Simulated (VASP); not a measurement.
# Sn2C (I4/mmm) in VASP: further runs

Runs on Sn2C. Level: PBE. Tasks: single point.

Everything below comes from runs of VASP 6.6.1. Logs are shortened: lines on timing, memory, paths and dates and some standing lists are left out, and cuts for length are marked.

## Step 1: The cell of the first run

The structure is tetragonal, space group I4/mmm (No. 139). The conventional cell has a = 3.153 Å, b = 3.153 Å, c = 12.054 Å, α = 90.00°, β = 90.00°, γ = 90.00°. Sn (site symmetry 4mm) has 4 C at 2.67 Å and 5 Sn at 2.94 to 3.15 Å within 3.5 Å. Within 3.5 Å of C (site symmetry 4/mmm) lie 8 Sn at 2.67 Å and 4 C at 3.15 Å.

## Step 2: Single point, PBE

Contents of INCAR:

```
SYSTEM = Sn2C
  PREC = Accurate
  ENCUT = 520
  EDIFF = 1E-6
  ISMEAR = 0
  SIGMA = 0.1
  LREAL = .FALSE.
  LASPH = .TRUE.
  NELM = 60
  ALGO = Normal
  ISIF = 2
  LWAVE = .FALSE.
  LCHARG = .FALSE.
  GGA = PE
  NBANDS = 23
```

Contents of KPOINTS:

```
regular mesh
0
G
  8 8 8
  0 0 0
```

Contents of POSCAR:

```
Sn2C
1.0
   -1.5766586605      1.5766586605      6.0271128598
    1.5766586605     -1.5766586605      6.0271128598
    1.5766586605      1.5766586605     -6.0271128598
Sn C
2 1
Direct
    0.3782008911      0.3782008911      0.0000000000
    0.6217991089      0.6217991089      0.0000000000
    0.0000000000      0.0000000000      0.0000000000
```

Potentials or basis: VASP PAW PBE potentials, release 64 (Sn_d, C).

On the command line:

```sh
$ cat potpaw_PBE.64/Sn_d/POTCAR potpaw_PBE.64/C/POTCAR > POTCAR
$ mpirun -np 1 vasp_std > vasp.out
```

OUTCAR:

```text
SYSTEM = Sn2C
   PREC = Accurate
   ENCUT = 520
   EDIFF = 1E-6
   ISMEAR = 0
   LREAL = .FALSE.
   LASPH = .TRUE.
   NELM = 60
   ISIF = 2
   GGA = PE

 ion  position               nearest neighbor table
   1  0.378  0.378  0.000-   3 2.67   3 2.67   3 2.67   3 2.67   2 2.94
   2  0.622  0.622  0.000-   3 2.67   3 2.67   3 2.67   3 2.67   1 2.94
   3  0.000  0.000  0.000-   2 2.67   2 2.67   2 2.67   1 2.67   2 2.67   1 2.67   1 2.67   1 2.67

  LATTYP: Found a body centered tetragonal cell.
 ALAT       =     3.1533173210
 C/A-ratio  =     3.8227125571

  Lattice vectors:

 A1 = (  -1.5766586605,   1.5766586605,   6.0271128598)
 A2 = (   1.5766586605,  -1.5766586605,   6.0271128598)
 A3 = (   1.5766586605,   1.5766586605,  -6.0271128598)

Analysis of symmetry for initial positions (statically):
=====================================================================
 Subroutine PRICEL returns:
 Original cell was already a primitive cell.

 Routine SETGRP: Setting up the symmetry group for a
 body centered tetragonal supercell.

 Subroutine GETGRP returns: Found 16 space group operations
 (whereof 16 operations were pure point group operations)
 out of a pool of 16 trial point group operations.

The static configuration has the point symmetry D_4h.

Analysis of symmetry for dynamics (positions and initial velocities):
=====================================================================
 Subroutine PRICEL returns:
 Original cell was already a primitive cell.

 Routine SETGRP: Setting up the symmetry group for a
 body centered tetragonal supercell.

 Subroutine GETGRP returns: Found 16 space group operations
 (whereof 16 operations were pure point group operations)
 out of a pool of 16 trial point group operations.

The dynamic configuration has the point symmetry D_4h.

 Subroutine INISYM returns: Found 16 space group operations
 (whereof 16 operations are pure point group operations),
 and found     1 'primitive' translations

----------------------------------------------------------------------------------------

                                     Primitive cell

  volume of cell :      59.9301

  direct lattice vectors                    reciprocal lattice vectors
    -1.576658660  1.576658660  6.027112860     0.000000000  0.317126346  0.082958460
     1.576658660 -1.576658660  6.027112860     0.317126346  0.000000000  0.082958460
     1.576658660  1.576658660 -6.027112860     0.317126346  0.317126346  0.000000000

  length of vectors
     6.426336008  6.426336008  6.426336008     0.327797537  0.327797537  0.448484380

  position of ions in fractional coordinates (direct lattice)
     0.378200891  0.378200891  0.000000000
     0.621799109  0.621799109  0.000000000
     0.000000000  0.000000000  0.000000000

  ion indices of the primitive-cell ions
   primitive index   ion index
                 1           1
                 2           2
                 3           3

----------------------------------------------------------------------------------------

 KPOINTS: regular mesh

Automatic generation of k-mesh.
 Grid dimensions read from file:
 generate k-points for:    8    8    8

 Generating k-lattice:

  Cartesian coordinates                     Fractional coordinates (reciprocal lattice)
     0.000000000  0.039640793  0.010369807     0.125000000  0.000000000  0.000000000
     0.039640793  0.000000000  0.010369807     0.000000000  0.125000000  0.000000000
     0.039640793  0.039640793  0.000000000     0.000000000  0.000000000  0.125000000

  Length of vectors
     0.040974692  0.040974692  0.056060547

  Shift w.r.t. Gamma in fractional coordinates (k-lattice)
     0.000000000  0.000000000  0.000000000

 Subroutine IBZKPT returns following result:
 ===========================================

 Found     59 irreducible k-points:

 Following reciprocal coordinates:
            Coordinates               Weight
  0.000000  0.000000  0.000000      1.000000
  0.125000 -0.000000  0.000000      8.000000
  0.250000 -0.000000  0.000000      8.000000
  0.375000 -0.000000  0.000000      8.000000
  0.500000 -0.000000  0.000000      4.000000
  0.125000  0.125000  0.000000      8.000000
[... 16 lines left out ...]
  0.250000  0.125000  0.125000     16.000000
  0.375000  0.125000  0.125000      8.000000
 [... further k-points ...]
   k-points           NKPTS =     59   k-points in BZ     NKDIM =     59   number of bands    NBANDS=     23
   number of dos      NEDOS =    301   number of ions     NIONS =      3
   total plane-waves  NPLWV = 110592
   dimension x,y,z NGX =    48 NGY =   48 NGZ =   48
   dimension x,y,z NGXF=    96 NGYF=   96 NGZF=   96
   ions per type =               2   1
   NGX,Y,Z   is equivalent  to a cutoff of  12.42, 12.42, 12.42 a.u.
   NGXF,Y,Z  is equivalent  to a cutoff of  24.83, 24.83, 24.83 a.u.
 SYSTEM =  Sn2C
   PREC   = accura    normal or accurate (medium, high low for compatibility)
   ISTART =      0    job   : 0-new  1-cont  2-samecut
   ICHARG =      2    charge: 1-file 2-atom 10-const
   ISPIN  =      1    spin polarized calculation?
   LNONCOLLINEAR =      F non collinear calculations
   LSORBIT =      F    spin-orbit coupling
   LASPH  =      T    aspherical Exc in radial PAW
   ENCUT  =  520.0 eV  38.22 Ry    6.18 a.u.  11.95 11.95 11.95*2*pi/ulx,y,z
   NELM   =     60;   NELMIN=  2; NELMDL= -5     # of ELM steps
   EDIFF  = 0.1E-05   stopping-criterion for ELM
   LREAL  =      F    real-space projection
   EDIFFG = 0.1E-04   stopping-criterion for IOM
   NSW    =      0    number of steps for IOM
   IBRION =     -1    ionic relax: 0-MD 1-quasi-New 2-CG
   NFREE  =      0    steps in history (QN), initial steepest desc. (CG)
   ISIF   =      2    stress and relaxation
   ISYM   =      2    0-nonsym 1-usesym 2-fastsym
   POTIM  = 0.5000    time-step for ionic-motion
   TEBEG  =    0.0;   TEEND  =   0.0 temperature during run
   PSTRESS=    0.0 pullay stress
   NELECT =      32.0000    total number of electrons
   NUPDOWN=      -1.0000    fix difference up-down
   EMIN   =  10.00;   EMAX   =-10.00  energy-range for DOS
   EFERMI =   0.00;   METHOD = LEGACY
   ISMEAR =     0;   SIGMA  =   0.10  broadening in eV -4-tet -1-fermi 0-gaus
   EFERMI_NEDOS =   21; number of points for ismear=-14 and -15
   IALGO  =     38    algorithm
   IMIX   =      4    mixing-type and parameters
     AMIX     =   0.40;   BMIX     =  1.00
     AMIX_MAG =   1.60;   BMIX_MAG =  1.00
  volume/ion in A,a.u.               =      19.98       134.81
  Fermi-wavevector in a.u.,A,eV,Ry     =   1.328138  2.509817 24.000011  1.763951
  Thomas-Fermi vector in A             =   2.457398
   LORBIT       =      0    0 simple, 1 ext, 2 COOP (PROOUT), +10 PAW based schemes
   GGA     = PE    functional components
   LHFCALC =     F    Hartree Fock is set to
   AEXX    =    0.0000 exact exchange contribution
   IVDW    =     0    specifies the selected vdW correction
   LEPSILON=     F    determine dielectric tensor
   LRPA    =     F    only Hartree local field effects (RPA)
 non-spin polarized calculation
 Gauss-broadening in eV      SIGMA  =   0.10
  energy-cutoff  :      520.00
  volume of cell :       59.93
 maximum number of plane-waves:      1644
   NGX = 23   NGY = 23   NGZ = 23

 number of electron      31.9999996 magnetization

 Free energy of the ion-electron system (eV)
  ---------------------------------------------------
  ext. energy  EPLUGINS =         0.00000000
  ---------------------------------------------------
  free energy    TOTEN  =       -13.08373003 eV

  energy without entropy =      -13.07672636  energy(sigma->0) =      -13.08022820

 E-fermi :   8.1499     XC(G=0): -10.7057

 val. band max:        8.1466882822   @ k =  -0.2500   0.5000   0.2500
 cond. band min:       8.1589426270   @ k =  -0.1250  -0.3750   0.1250
 fundamental gap:      0.0122543448
 Fermi energy:         8.1498573600

 k-point     1 :       0.0000    0.0000    0.0000
  band No.  band energies     occupation
      1     -13.6094      2.00000
      2     -13.6012      2.00000
      3     -13.5958      2.00000
      4     -13.3670      2.00000
      5     -13.3664      2.00000
      6     -13.3664      2.00000
[... 15 lines left out ...]
     22      16.6411      0.00000
     23      16.7815      0.00000

 k-point     2 :       0.1250   -0.0000    0.0000
  band No.  band energies     occupation
      1     -13.5986      2.00000
      2     -13.5753      2.00000
      3     -13.5694      2.00000
      4     -13.3865      2.00000
      5     -13.3665      2.00000
      6     -13.3524      2.00000
[... 15 lines left out ...]
     22      16.5817      0.00000
     23      16.6633      0.00000

 k-point     3 :       0.2500   -0.0000    0.0000
  band No.  band energies     occupation
      1     -13.5927      2.00000
      2     -13.5239      2.00000
      3     -13.4869      2.00000
      4     -13.4332      2.00000
      5     -13.3670      2.00000
      6     -13.3414      2.00000
[... 15 lines left out ...]
     22      16.0390      0.00000
     23      16.9146      0.00000

 k-point     4 :       0.3750   -0.0000    0.0000
  band No.  band energies     occupation
      1     -13.5878      2.00000
      2     -13.4890      2.00000
      3     -13.4828      2.00000
      4     -13.4017      2.00000
      5     -13.3743      2.00000
      6     -13.3647      2.00000
[... 15 lines left out ...]
     22      16.1379      0.00000
     23      16.8749      0.00000

 k-point     5 :       0.5000   -0.0000    0.0000
  band No.  band energies     occupation
      1     -13.5858      2.00000
      2     -13.5016      2.00000
      3     -13.4781      2.00000
      4     -13.3843      2.00000
      5     -13.3837      2.00000
      6     -13.3728      2.00000
[... 15 lines left out ...]
     22      16.5319      0.00000
     23      16.8161      0.00000

 k-point     6 :       0.1250    0.1250    0.0000
  band No.  band energies     occupation
      1     -13.5747      2.00000
      2     -13.5566      2.00000
      3     -13.5453      2.00000
      4     -13.3922      2.00000
      5     -13.3830      2.00000
      6     -13.3410      2.00000
[... 15 lines left out ...]
     22      15.3144      0.00000
     23      18.0258      0.00000

 k-point     7 :       0.2500    0.1250    0.0000
  band No.  band energies     occupation
      1     -13.5660      2.00000
      2     -13.4878      2.00000
      3     -13.4750      2.00000
      4     -13.4347      2.00000
      5     -13.3862      2.00000
      6     -13.3572      2.00000
[... 353 lines left out ...]
     22      14.2906      0.00000
     23      15.7831      0.00000

 k-point    21 :       0.5000    0.5000    0.0000
  band No.  band energies     occupation
      1     -13.5142      2.00000
      2     -13.4911      2.00000
      3     -13.4824      2.00000
      4     -13.4586      2.00000
      5     -13.4561      2.00000
      6     -13.3813      2.00000
[... 15 lines left out ...]
     22      13.3114      0.00000
     23      15.0673      0.00000

 k-point    22 :       0.1250    0.1250    0.1250
  band No.  band energies     occupation
      1     -13.5262      2.00000
      2     -13.4404      2.00000
      3     -13.4290      2.00000
      4     -13.4119      2.00000
      5     -13.4040      2.00000
      6     -13.3930      2.00000
[... 15 lines left out ...]
     22      14.1220      0.00000
     23      18.0924      0.00000

 k-point    23 :       0.2500    0.1250    0.1250
  band No.  band energies     occupation
      1     -13.5105      2.00000
      2     -13.4747      2.00000
      3     -13.4330      2.00000
      4     -13.4217      2.00000
      5     -13.4107      2.00000
      6     -13.3594      2.00000
[... 15 lines left out ...]
     22      13.8974      0.00000
     23      17.2220      0.00000

 k-point    24 :       0.3750    0.1250    0.1250
  band No.  band energies     occupation
      1     -13.5066      2.00000
      2     -13.4912      2.00000
      3     -13.4464      2.00000
      4     -13.4285      2.00000
      5     -13.4193      2.00000
      6     -13.3671      2.00000
[... 15 lines left out ...]
     22      13.5323      0.00000
     23      16.9011      0.00000

 [... further k-points ...]
[... 5 lines left out ...]
  --------------------------------------------------------------------------------------
  -------------------------------------------------------------------------------------
  Total        0.0574625      0.0574625     -0.0462832      0.0000000      0.0000000     -0.0000000
  in kB        1.5362098      1.5362098     -1.2373415      0.0000000      0.0000000     -0.0000000
  external PRESSURE =       0.6116927 kB  Pullay stress =       0.0000000 kB

 VOLUME and BASIS-vectors are now :
 -----------------------------------------------------------------------------
  energy-cutoff  :      520.00
  volume of cell :       59.93
      direct lattice vectors                 reciprocal lattice vectors
    -1.576658660  1.576658660  6.027112860     0.000000000  0.317126346  0.082958460
     1.576658660 -1.576658660  6.027112860     0.317126346  0.000000000  0.082958460
     1.576658660  1.576658660 -6.027112860     0.317126346  0.317126346  0.000000000

 POSITION                                       TOTAL-FORCE (eV/Angst)
 -----------------------------------------------------------------------------------
      0.00000      0.00000      4.55892         0.000000      0.000000      0.019233
      0.00000      0.00000      7.49531        -0.000000     -0.000000     -0.019233
      0.00000      0.00000      0.00000        -0.000000     -0.000000      0.000000
 -----------------------------------------------------------------------------------
    total drift:                                0.000000      0.000000      0.000000

  FREE ENERGIE OF THE ION-ELECTRON SYSTEM (eV)
  ---------------------------------------------------
  free  energy   TOTEN  =       -13.0837300327 eV

  energy  without entropy=      -13.0767263610  energy(sigma->0) =      -13.08022820
```

Run time: 5.1 min. Hardware: 1 thread of Intel Xeon 8259CL, shared host; peak memory 0.35 GiB.

Results:

* Free energy: -13.0837 eV
* Pressure: 0.1 GPa
* Largest force: 0.019 eV/Å
* Band gap on the k mesh: zero (bands 16 and 17 overlap by 2.04 eV)

Forces on the atoms (eV/Å):
```
Sn   0.000  0.000  0.019
Sn   0.000  0.000 -0.019
C    0.000  0.000  0.000
```

Stress tensor (GPa, compression positive):
```
 0.15  0.00  0.00
 0.00  0.15  0.00
 0.00  0.00 -0.12
```

Caveat: spin-orbit coupling is left out, which moves the levels of the heavy elements.

## Step 3: Single point, PBE

This run uses another cell than the first one, of 21.54 Å³/atom.

Contents of INCAR:

```
  PREC = Accurate
  ENCUT = 520
  EDIFF = 1E-7
  ISMEAR = 0
  SIGMA = 0.1
  LREAL = F
  LASPH = T
  NELM = 60
  ALGO = Normal
  ISIF = 2
  LWAVE = F
  LCHARG = T
  GGA = PE
  LELF = T
  LVHAR = T
  NBANDS = 23
```

Contents of KPOINTS:

```
regular mesh
0
Gamma
  8 8 8
```

Contents of POSCAR:

```
Sn2C
1.0
   -1.7059863159      1.7059863159      5.5508046667
    1.7059863159     -1.7059863159      5.5508046667
    1.7059863159      1.7059863159     -5.5508046667
Sn C
2 1
Direct
    0.3400000000      0.3400000000      0.0000000000
    0.6600000000      0.6600000000      0.0000000000
    0.0000000000      0.0000000000      0.0000000000
```

Potentials or basis: VASP PAW PBE potentials, release 64 (Sn_d, C).

On the command line:

```sh
$ cat potpaw_PBE.64/Sn_d/POTCAR potpaw_PBE.64/C/POTCAR > POTCAR
$ mpirun -np 1 vasp_std > vasp.out
```

Run time: 6.5 min. Hardware: 1 thread of Intel Xeon 8259CL, shared host; peak memory 0.36 GiB.

Results (log left out):

| Property | Result |
| --- | --- |
| Free energy | -11.9021 eV |
| Pressure | -5.0 GPa |
| Largest force | 2.063 eV/Å |
| Band gap on the k mesh | zero (bands 16 and 17 overlap by 2.68 eV) |

Forces on the atoms (eV/Å):
```
Sn   0.000  0.000  2.063
Sn   0.000  0.000 -2.063
C    0.000  0.000  0.000
```

Stress tensor (GPa, compression positive):
```
-4.63  0.00  0.00
 0.00 -4.63  0.00
 0.00  0.00 -5.60
```

Levels at points of the mesh, in eV from the Fermi level:
| k point | band 14 | band 15 | band 16 | band 17 | band 18 | band 19 |
| --- | --- | --- | --- | --- | --- | --- |
| (0.00, 0.00, 0.00) | 0.12 | 0.26 | 0.26 | 1.36 | 2.48 | 2.48 |
| (0.50, 0.00, 0.00) | -4.28 | -0.95 | -0.86 | 0.93 | 2.81 | 4.83 |
| (0.50, 0.50, 0.00) | -4.08 | -2.97 | -2.62 | -0.50 | 0.19 | 0.36 |
| (0.50, 0.50, 0.50) | -1.26 | -0.13 | -0.13 | 3.60 | 3.60 | 3.98 |

Caveat: the cell stands under tension; spin-orbit coupling is left out, which moves the levels of the heavy elements; forces of over 1 eV/Å act on the atoms, so gaps and moduli don't describe the material at rest.
